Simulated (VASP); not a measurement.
# Rb: single point with PBEsol

The system is Rb.

```
Rb
1.0
     5.68329    0.00000    0.00000
     0.00000    5.68329    0.00000
     0.00000    0.00000    5.50499
Rb
2
Cartesian
  0.0000 0.0000 0.0000
  2.8416 2.8416 2.7525
```

This cell differs from its parent crystal: biaxial strain in the a-b plane: +2.0 %.

- Program: VASP 6.6.1
- Task: single point
- Functional: PBEsol
- Potentials or basis: VASP PAW PBE potentials, release 64 (Rb_sv)
- Cutoff: 520 eV
- k mesh: 10 × 10 × 10
- Occupations: gaussian, width 0.1 eV
- Spin: no spin polarisation
- Dipole correction: no
- Further INCAR settings: ALGO = Fast; EDIFF = 1e-06; NBANDS = 16

```
Pressure               : -0.1 GPa
Band gap on the k mesh : zero (bands 9 and 10 overlap by 1.94 eV)
```

Levels at points of the mesh, in eV from the Fermi level:
```
           k point  band 7  band 8  band 9  band 10  band 11  band 12
(0.00, 0.00, 0.00)  -12.90  -12.90   -2.02     1.20     1.28     3.19
(0.50, 0.00, 0.00)  -12.93  -12.93   -0.65    -0.65     2.32     2.32
(0.50, 0.50, 0.00)  -12.90  -12.90    0.18     0.18     0.74     0.74
(0.00, 0.00, 0.50)  -12.94  -12.94   -0.57    -0.57     2.33     2.33
(0.50, 0.00, 0.50)  -12.90  -12.90    0.24     0.24     0.81     0.81
(0.50, 0.50, 0.50)  -12.95  -12.95    1.28     1.28     1.28     1.28
```

It took 3.8 min on 1 thread of Intel(R) Xeon(R) Platinum 8124M CPU @ 3.00GHz (Skylake/Cascade Lake), with other jobs on the host, peak memory 0.44 GiB.

Caveat: the cell differs from its parent crystal (biaxial strain in the a-b plane: +2.0 %); the PAW data sets were made with another functional, which shifts forces and pressure a little.
